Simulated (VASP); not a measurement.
# TeRh3 (Pm-3m) in VASP: notebook, part 2 of 2

VASP 6.6.1. Earlier steps stand in the parts before.

### 3 Relaxation of cell and atoms, PBE

This run uses another cell than the first one, of 17.44 Å³/atom, 1.115 times its volume.

Input file INCAR:

```
SYSTEM = TeRh3
PREC     = Accurate       ! precision mode
ENCUT    = 600            ! plane-wave cutoff, eV
EDIFF    = 1E-6           ! SCF threshold, eV
ISMEAR   = 0              ! smearing method
SIGMA    = 0.1            ! smearing width, eV
LREAL    = .FALSE.        ! projectors in reciprocal space
LASPH    = .TRUE.         ! aspherical terms in the spheres
NELM     = 60             ! most SCF steps
ALGO     = Fast           ! electronic algorithm
ISIF     = 3              ! what is computed and relaxed
LWAVE    = .FALSE.        ! write WAVECAR
LCHARG   = .FALSE.        ! write CHGCAR
GGA      = PE             ! functional
IBRION   = 2              ! ionic algorithm
NSW      = 90             ! ionic steps
EDIFFG   = -0.04          ! ionic threshold
```

Input file KPOINTS:

```
regular mesh
0
G
  4 4 4
  0 0 0
```

Input file POSCAR:

```
TeRh3
1.0
    4.1168790439      0.0000000000      0.0000000000
    0.0000000000      4.1168790439      0.0000000000
    0.0000000000      0.0000000000      4.1168790439
Te Rh
1 3
Direct
    0.0000000000      0.0000000000      0.0000000000
    0.0000000000      0.5000000000      0.5000000000
    0.5000000000      0.0000000000      0.5000000000
    0.5000000000      0.5000000000      0.0000000000
```

Potentials or basis: VASP PAW PBE potentials, release 64 (Te, Rh_pv).

Launch:

```bash
$ cat potpaw_PBE.64/Te/POTCAR potpaw_PBE.64/Rh_pv/POTCAR > POTCAR
$ mpirun -np 1 vasp_std > vasp.out
```

OUTCAR:

```text
SYSTEM = TeRh3
   PREC = Accurate
   ENCUT = 600
   EDIFF = 1E-6
   ISMEAR = 0
   LREAL = .FALSE.
   LASPH = .TRUE.
   NELM = 60
   ISIF = 3
   GGA = PE
   IBRION = 2
   NSW = 90
   EDIFFG = -0.04

 ion  position               nearest neighbor table
   1  0.000  0.000  0.000-   2 2.91   3 2.91   4 2.91   2 2.91   3 2.91   2 2.91   4 2.91   2 2.91
                             3 2.91   4 2.91   3 2.91   4 2.91
   2  0.000  0.500  0.500-   1 2.91   3 2.91   4 2.91   1 2.91   4 2.91   1 2.91   3 2.91   1 2.91
                             3 2.91   4 2.91   4 2.91   3 2.91
   3  0.500  0.000  0.500-   1 2.91   2 2.91   4 2.91   1 2.91   4 2.91   2 2.91   4 2.91   4 2.91
                             1 2.91   2 2.91   1 2.91   2 2.91
   4  0.500  0.500  0.000-   1 2.91   2 2.91   3 2.91   2 2.91   3 2.91   1 2.91   3 2.91   3 2.91
                             1 2.91   2 2.91   2 2.91   1 2.91

  LATTYP: Found a simple cubic cell.
 ALAT       =     4.1168790439

  Lattice vectors:

[... 178 lines left out ...]
  Total       -7.0395867     -7.0395867     -7.0395867     -0.0000000      0.0000000     -0.0000000
  in kB     -161.6417048   -161.6417048   -161.6417048     -0.0000000      0.0000000     -0.0000000
  external PRESSURE =    -161.6417048 kB  Pullay stress =       0.0000000 kB
[... 101 lines left out ...]
--------------------------------------- Ionic step        4  -------------------------------------------

 number of electron      51.0000011 magnetization

 Free energy of the ion-electron system (eV)
  ---------------------------------------------------
  ext. energy  EPLUGINS =         0.00000000
  ---------------------------------------------------
  free energy    TOTEN  =       -25.06918543 eV

  energy without entropy =      -25.05052585  energy(sigma->0) =      -25.05985564

 E-fermi :  12.3029     XC(G=0): -13.1310

 val. band max:       12.2655082708   @ k =   0.2500   0.2500   0.0000
 cond. band min:      12.3415594920   @ k =   0.5000   0.2500   0.2500
 fundamental gap:      0.0760512212
 Fermi energy:        12.3028562981

 k-point     1 :       0.0000    0.0000    0.0000
  band No.  band energies     occupation
      1     -34.2605      2.00000
      2     -34.2605      2.00000
      3     -34.2605      2.00000
      4     -34.1046      2.00000
      5     -34.1046      2.00000
      6     -34.1046      2.00000
[... 350 lines left out ...]
  FREE ENERGIE OF THE ION-ELECTRON SYSTEM (eV)
  ---------------------------------------------------
  free  energy   TOTEN  =       -25.0691854298 eV

  energy  without entropy=      -25.0505258521  energy(sigma->0) =      -25.05985564

 reached required accuracy - stopping structural energy minimisation
```

OSZICAR:

```text
N       E                     dE             d eps       ncg     rms          rms(c)
DAV:   1     0.602350351807E+03    0.60235E+03   -0.32645E+04   608   0.196E+03
DAV:   2    -0.475978657351E+01   -0.60711E+03   -0.59554E+03   636   0.558E+02
DAV:   3    -0.250559965286E+02   -0.20296E+02   -0.19378E+02   702   0.989E+01
[... 49 lines left out ...]
RMM:   4    -0.250691657946E+02    0.11976E-04   -0.12908E-03   602   0.167E-01    0.483E-02
RMM:   5    -0.250691747620E+02   -0.89674E-05   -0.17927E-04   623   0.665E-02    0.399E-02
RMM:   6    -0.250691803670E+02   -0.56050E-05   -0.32587E-05   585   0.324E-02    0.233E-02
RMM:   7    -0.250691860505E+02   -0.56835E-05   -0.17666E-05   605   0.329E-02    0.104E-02
RMM:   8    -0.250691854298E+02    0.62068E-06   -0.39725E-06   382   0.157E-02
   4 F= -.25069185E+02 E0= -.25059856E+02  d E =-.414901E+00
```

It took 1.8 min on 1 thread of AMD EPYC 7R43 (Zen 3), shared host; peak memory 0.19 GiB.

Results:

- Free energy: -25.0692 eV
- Relaxed volume: 15.64 Å³/atom
- Relaxed cell: a = 3.970 Å, b = 3.970 Å, c = 3.970 Å, α = 90.00°, β = 90.00°, γ = 90.00°
- Space group after relaxing (to 0.05 Å): Pm-3m (No. 221)
- Energy gained by relaxing: 103.7 meV/atom
- Ionic steps: 4
- Pressure after relaxing: -0.2 GPa

Step by step:
```tsv
step	energy change (eV)	largest force (eV/Å)	pressure (GPa)	volume (Å³)
1	0.0000	0.0000	-16.16	69.78
2	0.6963	0.0000	46.31	53.47
3	-0.4141	0.0000	-0.91	62.77
4	-0.4149	0.0000	-0.20	62.55
```

Final structure:
```cif
data_structure
_symmetry_space_group_name_H-M 'P 1'
_symmetry_Int_Tables_number 1
_cell_length_a 3.9696
_cell_length_b 3.9696
_cell_length_c 3.9696
_cell_angle_alpha 90.000
_cell_angle_beta 90.000
_cell_angle_gamma 90.000
_cell_volume 62.55
loop_
_atom_site_label
_atom_site_type_symbol
_atom_site_fract_x
_atom_site_fract_y
_atom_site_fract_z
_atom_site_occupancy
Te1 Te 0.00000 0.00000 0.00000 1
Rh1 Rh 0.00000 0.50000 0.50000 1
Rh2 Rh 0.50000 0.00000 0.50000 1
Rh3 Rh 0.50000 0.50000 0.00000 1
```

Levels at points of the mesh, in eV from the Fermi level:
| k point | band 21 | band 22 | band 23 | band 24 | band 25 | band 26 | band 27 | band 28 | band 29 | band 30 |
| --- | --- | --- | --- | --- | --- | --- | --- | --- | --- | --- |
| (0.00, 0.00, 0.00) | -2.02 | -2.02 | -0.57 | -0.57 | 0.10 | 0.62 | 0.62 | 0.62 | 0.65 | 7.07 |
| (0.50, 0.00, 0.00) | -1.79 | -1.79 | -1.71 | -1.50 | -0.46 | 0.62 | 1.21 | 1.58 | 1.58 | 5.20 |
| (0.50, 0.50, 0.00) | -1.92 | -1.92 | -1.70 | -1.59 | -1.44 | -1.13 | 0.92 | 0.92 | 3.40 | 3.41 |
| (0.50, 0.50, 0.50) | -1.90 | -1.90 | -1.54 | -1.54 | -1.03 | 0.21 | 0.21 | 0.21 | 0.32 | 4.92 |

Caveat: the k points lie up to 0.40 Å⁻¹ apart in the final cell; spin-orbit coupling is left out, which moves the levels of the heavy elements.
